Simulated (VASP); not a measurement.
# NaH (Fm-3m) in VASP: notebook, part 2 of 3

VASP 6.6.1.

### 3 Relaxation of cell and atoms, PBEsol, target pressure 1 GPa, at which the enthalpy is minimised

This run uses another cell than the first one, of 13.75 Å³/atom, 1.075 times its volume.

INCAR reads:

```
PREC     = Accurate       # precision mode
ENCUT    = 600            # plane-wave cutoff, eV
EDIFF    = 1E-6           # SCF threshold, eV
ISMEAR   = 0              # smearing method
SIGMA    = 0.01           # smearing width, eV
LREAL    = False          # projectors in reciprocal space
LASPH    = True           # aspherical terms in the spheres
NELM     = 100            # most SCF steps
ALGO     = Normal         # electronic algorithm
ISIF     = 3              # what is computed and relaxed
LWAVE    = False          # write WAVECAR
LCHARG   = False          # write CHGCAR
GGA      = PS             # functional
IBRION   = 2              # ionic algorithm
NSW      = 100            # ionic steps
EDIFFG   = -0.002         # ionic threshold
PSTRESS  = 10.0
```

KPOINTS reads:

```
Automatic mesh
0
Gamma
  8 8 8
```

POSCAR reads:

```
NaH
1.0
    0.0000000000      2.3956745027      2.3956745027
    2.3956745027      0.0000000000      2.3956745027
    2.3956745027      2.3956745027      0.0000000000
Na H
1 1
Direct
    0.0000000000      0.0000000000      0.0000000000
    0.5000000000      0.5000000000      0.5000000000
```

Potentials or basis: VASP PAW PBE potentials, release 64 (Na_pv, H).

The run is started by

```bash
> cat potpaw_PBE.64/Na_pv/POTCAR potpaw_PBE.64/H/POTCAR > POTCAR
> mpirun -np 1 vasp_std > vasp.out
```

It took 31 s on 1 thread of Intel Xeon Platinum 8175M at 2.50GHz (Skylake/Cascade Lake), shared host; peak memory 0.15 GiB.

Results (log left out):

| Property | Result |
| --- | --- |
| Free energy | -5.0832 eV |
| Relaxed volume | 13.25 Å³/atom |
| Relaxed cell | a = 3.346 Å, b = 3.346 Å, c = 3.346 Å, α = 60.00°, β = 60.00°, γ = 60.00° |
| Space group after relaxing (to 0.05 Å) | Fm-3m (No. 225) |
| Energy change on relaxing (the enthalpy is what falls) | +1.5 meV/atom |
| Ionic steps | 6 |
| Pressure after relaxing | 1.0 GPa |
| Band gap on the k mesh | 3.66 eV, indirect (least direct gap 4.59 eV) |

Step by step:
| step | energy change (eV) | largest force (eV/Å) | pressure (GPa) | volume (Å³) |
| --- | --- | --- | --- | --- |
| 1 | 0.0000 | 0.0000 | 0.01 | 27.50 |
| 2 | 0.0004 | 0.0000 | 0.34 | 27.16 |
| 3 | 0.0024 | 0.0000 | 0.86 | 26.62 |
| 4 | 0.0032 | 0.0000 | 1.06 | 26.48 |
| 5 | 0.0029 | 0.0000 | 0.92 | 26.52 |
| 6 | 0.0030 | 0.0000 | 1.00 | 26.50 |

Final structure:
```yaml
crystal:
  lattice:
    - [0.00000, 2.36628, 2.36628]
    - [2.36628, 0.00000, 2.36628]
    - [2.36628, 2.36628, 0.00000]
  atoms:
    - { symbol: Na, position: [0.00000, 0.00000, 0.00000] }
    - { symbol: H, position: [0.50000, 0.50000, 0.50000] }
```

Levels at points of the mesh, in eV from the valence-band top:
```csv
k point,band 2,band 3,band 4,band 5,band 6,band 7
"(0.00, 0.00, 0.00)",-21.90,-21.90,-3.91,10.98,15.87,15.87
"(0.50, 0.00, 0.00)",-21.91,-21.91,-0.93,3.66,11.06,13.62
"(0.50, 0.50, 0.00)",-21.94,-21.94,-0.20,4.53,10.00,10.89
```

Caveat: the cell is relaxed towards a set pressure, so the enthalpy falls and the energy may rise; the PAW data sets were made with another functional, which shifts forces and pressure a little. A k mesh can miss the band edges.

### 4 Relaxation of cell and atoms, PBEsol, target pressure 2 GPa, at which the enthalpy is minimised

This run uses another cell than the first one, of 13.75 Å³/atom, 1.075 times its volume.

INCAR reads:

```
SYSTEM = NaH
PREC = Accurate
ENCUT = 600
EDIFF = 1E-6
ISMEAR = 0
SIGMA = 0.01
LREAL = .FALSE.
LASPH = .TRUE.
NELM = 80
ALGO = Normal
ISIF = 3
LWAVE = .FALSE.
LCHARG = .FALSE.
GGA = PS
IBRION = 2
NSW = 100
EDIFFG = -0.002
PSTRESS = 20.0
```

KPOINTS reads:

```
Automatic mesh
0
G
  8 8 8
  0 0 0
```

POSCAR is that of step 3.

Potentials or basis: VASP PAW PBE potentials, release 64 (Na_pv, H).

The run is started by

```bash
> cat potpaw_PBE.64/Na_pv/POTCAR potpaw_PBE.64/H/POTCAR > POTCAR
> mpirun -np 1 vasp_std > vasp.out
```

OUTCAR:

```text
SYSTEM = NaH
   PREC = Accurate
   ENCUT = 600
   EDIFF = 1E-6
   ISMEAR = 0
   LREAL = .FALSE.
   LASPH = .TRUE.
   NELM = 80
   ISIF = 3
   GGA = PS
   IBRION = 2
   NSW = 100
   EDIFFG = -0.002
   PSTRESS = 20.0

 ion  position               nearest neighbor table
   1  0.000  0.000  0.000-
   2  0.500  0.500  0.500-

  LATTYP: Found a face centered cubic cell.
 ALAT       =     4.7913490054

  Lattice vectors:

 A1 = (   0.0000000000,   2.3956745027,   2.3956745027)
 A2 = (   2.3956745027,   0.0000000000,   2.3956745027)
 A3 = (   2.3956745027,   2.3956745027,   0.0000000000)

Analysis of symmetry for initial positions (statically):
=====================================================================
 Subroutine PRICEL returns:
 Original cell was already a primitive cell.

 Routine SETGRP: Setting up the symmetry group for a
 face centered cubic supercell.

 Subroutine GETGRP returns: Found 48 space group operations
 (whereof 48 operations were pure point group operations)
 out of a pool of 48 trial point group operations.

The static configuration has the point symmetry O_h .

Analysis of symmetry for dynamics (positions and initial velocities):
=====================================================================
 Subroutine PRICEL returns:
 Original cell was already a primitive cell.

[... 265 lines left out ...]

  enthalpy is  TOTEN    =        -4.7552732968 eV   P V=        0.3210720053

[... ionic steps 4 to 13 ...]

--------------------------------------- Ionic step       14  -------------------------------------------

 number of electron       8.0000007 magnetization

------------------------ aborting loop because EDIFF is reached ----------------------------------------
[... 71 lines left out ...]
--------------------------------------- Ionic step       16  -------------------------------------------

 number of electron       8.0000007 magnetization

 Free energy of the ion-electron system (eV)
  ---------------------------------------------------
  ext. energy  EPLUGINS =         0.00000000
  ---------------------------------------------------
  free energy    TOTEN  =        -5.07508913 eV

  energy without entropy =       -5.07508913  energy(sigma->0) =       -5.07508913

 E-fermi :  -0.6915     XC(G=0):  -8.2266

 val. band max:       -0.7688237981   @ k =  -0.2500   0.5000   0.2500
 cond. band min:       2.9474756015   @ k =   0.5000   0.0000   0.0000
 fundamental gap:      3.7162993996
 Fermi energy:        -0.6915072228

 k-point     1 :       0.0000    0.0000    0.0000
  band No.  band energies     occupation
      1     -22.6116      2.00000
      2     -22.6116      2.00000
      3     -22.6116      2.00000
      4      -4.7775      2.00000
      5      10.5238      0.00000
      6      15.3548      0.00000
      7      15.3548      0.00000
      8      15.3548      0.00000
[... 243 lines left out ...]
 k-point    24 :      -0.3750    0.2500    0.1250
  band No.  band energies     occupation
      1     -22.7249      2.00000
      2     -22.6603      2.00000
      3     -22.6379      2.00000
      4      -1.3064      2.00000
      5       3.7760      0.00000
      6       7.2352      0.00000
      7      10.7258      0.00000
      8      14.9546      0.00000

 [... further k-points ...]
[... 5 lines left out ...]
  --------------------------------------------------------------------------------------
  -------------------------------------------------------------------------------------
  Total        0.3170172      0.3170172      0.3170172     -0.0000000     -0.0000000      0.0000000
  in kB       19.8285303     19.8285303     19.8285303     -0.0000000     -0.0000000      0.0000000
  external PRESSURE =      -0.1714697 kB  Pullay stress =      20.0000000 kB
[... 21 lines left out ...]
  energy  without entropy=       -5.0750891346  energy(sigma->0) =       -5.07508913

  enthalpy is  TOTEN    =        -4.7553305239 eV   P V=        0.3197586106

 reached required accuracy - stopping structural energy minimisation
```

OSZICAR:

```text
N       E                     dE             d eps       ncg     rms          rms(c)
DAV:   1     0.187589697623E+02    0.18759E+02   -0.52305E+03   464   0.116E+03
DAV:   2    -0.493184384229E+01   -0.23691E+02   -0.23691E+02   480   0.138E+02
DAV:   3    -0.546293087851E+01   -0.53109E+00   -0.53109E+00   608   0.279E+01
DAV:   4    -0.546554913261E+01   -0.26183E-02   -0.26183E-02   584   0.189E+00
[... 79 lines left out ...]
       N       E                     dE             d eps       ncg     rms          rms(c)
DAV:   1    -0.507509358190E+01    0.10207E-03   -0.12836E-04   464   0.249E-01    0.146E-02
DAV:   2    -0.507509110445E+01    0.24774E-05   -0.33557E-06   456   0.410E-02    0.756E-03
DAV:   3    -0.507508936801E+01    0.17364E-05   -0.17047E-06   232   0.277E-02    0.711E-04
DAV:   4    -0.507508913456E+01    0.23345E-06   -0.85941E-08   232   0.689E-03
  16 F= -.47553305E+01 E0= -.47553305E+01  d E =-.293647E-05
```

CONTCAR:

```text
NaH
   1.00000000000000
    -0.0000000000000000    2.3396861977884758    2.3396861977884758
     2.3396861977884758    0.0000000000000000    2.3396861977884758
     2.3396861977884758    2.3396861977884758   -0.0000000000000000
  Na              H
     1     1
Direct
     0.0000000000000000    1.0000000000000000    0.0000000000000000
     0.5000000000000000    0.5000000000000000    0.5000000000000000

  0.00000000E+00  0.00000000E+00  0.00000000E+00
  0.00000000E+00  0.00000000E+00  0.00000000E+00
```

Wall time 44 s (1 thread of Intel Xeon Platinum 8175M at 2.50GHz (Skylake/Cascade Lake), shared host); peak memory 0.15 GiB.

What came out:

```yaml
Free_energy: -5.0751 eV
Relaxed_volume: 12.81 Å³/atom
Relaxed_cell: a = 3.309 Å, b = 3.309 Å, c = 3.309 Å, α = 60.00°, β = 60.00°, γ = 60.00°
Space_group_after_relaxing_to_0.05_Å: Fm-3m (No. 225)
Energy_change_on_relaxing_the_enthalpy_is_what_falls: +5.6 meV/atom
Ionic_steps: 16
Pressure_after_relaxing: 2.0 GPa
Band_gap_on_the_k_mesh: 3.72 eV, indirect (least direct gap 4.66 eV)
```

Step by step:
```tsv
step	energy change (eV)	largest force (eV/Å)	pressure (GPa)	volume (Å³)
1	0.0000	0.0000	0.01	27.50
2	0.0014	0.0000	0.66	26.83
3	0.0099	0.0000	1.86	25.72
4	0.0113	0.0000	2.05	25.60
5	0.0108	0.0000	1.91	25.64
6	0.0109	0.0000	1.93	25.64
7	0.0109	0.0000	1.92	25.63
8	0.0109	0.0000	1.97	25.63
9	0.0109	0.0000	1.95	25.63
10	0.0109	0.0000	1.96	25.63
11	0.0109	0.0000	1.95	25.63
12	0.0109	0.0000	1.95	25.63
13	0.0109	0.0000	1.95	25.63
14	0.0110	0.0000	1.94	25.63
15	0.0110	0.0000	1.93	25.62
16	0.0111	0.0000	1.98	25.62
```

Final structure:
```xyz
2
Lattice="0.0000 2.3397 2.3397 2.3397 0.0000 2.3397 2.3397 2.3397 0.0000" Properties=species:S:1:pos:R:3 pbc="T T T"
Na    2.3397    0.0000    2.3397
H     2.3397    2.3397    2.3397
```

Levels at points of the mesh, in eV from the valence-band top:
```csv
k point,band 2,band 3,band 4,band 5,band 6,band 7
"(0.00, 0.00, 0.00)",-21.84,-21.84,-4.01,11.29,16.12,16.12
"(0.50, 0.00, 0.00)",-21.86,-21.86,-0.94,3.72,11.31,13.83
"(0.50, 0.50, 0.00)",-21.89,-21.89,-0.21,4.60,10.13,11.11
```

Caveat: the cell is relaxed towards a set pressure, so the enthalpy falls and the energy may rise; the PAW data sets were made with another functional, which shifts forces and pressure a little. A k mesh can miss the band edges.

(Continued in part 3 of 3.)
